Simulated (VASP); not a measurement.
Write the native input for VASP 6.6.1 that does the following.

- Task: single point
- Functional: PBEsol
- Potentials or basis: VASP PAW PBE potentials, release 64 (Na_pv)
- Cutoff: 500 eV
- k mesh: 4 × 4 × 4
- Occupations: fermi-dirac, width 0.05 eV
- Spin: no spin polarisation
- Dipole correction: no
- Further INCAR settings: ALGO = Normal; EDIFF = 1e-06; NBANDS = 10

The structure of Na lies in POSCAR:

```
Na
1.0
    6.9523923210      0.0000000000      0.0000000000
    0.0000000000      6.9523923210      0.0000000000
    0.0000000000      0.0000000000      6.9523923210
Na
1
Direct
    0.0000000000      0.0000000000      0.0000000000
```

This isn't the form of Na at room conditions, which is bcc.

One way to write it, as run:

INCAR

```
SYSTEM = Na
PREC = Accurate
ENCUT = 500
EDIFF = 1E-6
ISMEAR = -1
SIGMA = 0.05
LREAL = .False.
LASPH = .True.
NELM = 120
ALGO = Normal
ISIF = 2
LWAVE = .False.
LCHARG = .False.
GGA = PS
NBANDS = 10
GGA_COMPAT = .False.
```

KPOINTS

```
regular mesh
0
Gamma
  4 4 4
  0 0 0
```

Potentials or basis: VASP PAW PBE potentials, release 64 (Na_pv).

Launch:

```console
$ cat potpaw_PBE.64/Na_pv/POTCAR > POTCAR
$ mpirun -np 1 vasp_std > vasp.out
```

It gave:

| Quantity | Value |
| --- | --- |
| Pressure | -0.2 GPa |
| Band gap on the k mesh | zero (an odd number of electrons rules out a gap without spin polarisation) |

Caveat: the nearest neighbours stand farther apart than a usual bond; the PAW data sets were made with another functional, which shifts forces and pressure a little.

It took 44 s on 1 thread of Intel Xeon 8259CL (shared host), peak memory 0.39 GiB.
